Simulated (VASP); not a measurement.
Wanted: the native input for a VASP 6.6.1 run.

- Task: single point
- Functional: PBEsol
- Potentials or basis: VASP PAW PBE potentials, release 64 (Al)
- Cutoff: 520 eV
- k mesh: 13 × 13 × 13
- Occupations: fermi-dirac, width 0.1 eV
- Spin: no spin polarisation
- Dipole correction: no
- Further INCAR settings: ALGO = Normal; EDIFF = 1e-06; NBANDS = 8

The structure of Al lies in POSCAR:

```
Al
1.0
    2.8049416725      0.0000000000      0.0000000000
    0.0000000000      2.8049416725      0.0000000000
    0.0000000000      0.0000000000      2.8049416725
Al
1
Direct
    0.0000000000      0.0000000000      0.0000000000
```

This cell differs from its parent crystal: volume scaled by 1.12.

One way to write it, as run:

INCAR

```
  PREC = Accurate
  ENCUT = 520
  EDIFF = 1E-6
  ISMEAR = -1
  SIGMA = 0.1
  LREAL = F
  LASPH = T
  NELM = 60
  ALGO = Normal
  ISIF = 2
  LWAVE = F
  LCHARG = F
  GGA = PS
  NBANDS = 8
```

KPOINTS

```
Automatic mesh
0
Gamma
  13 13 13
```

Potentials or basis: VASP PAW PBE potentials, release 64 (Al).

Run with:

```console
$ cat potpaw_PBE.64/Al/POTCAR > POTCAR
$ mpirun -np 1 vasp_std > vasp.out
```

Results of the run:

The pressure is -5.3 GPa.

Caveat: the PAW data sets were made with another functional, which shifts forces and pressure a little.

Wall time 4.6 s on 1 thread of Intel Xeon 6975P-C, with other jobs on the host, peak memory 0.13 GiB.
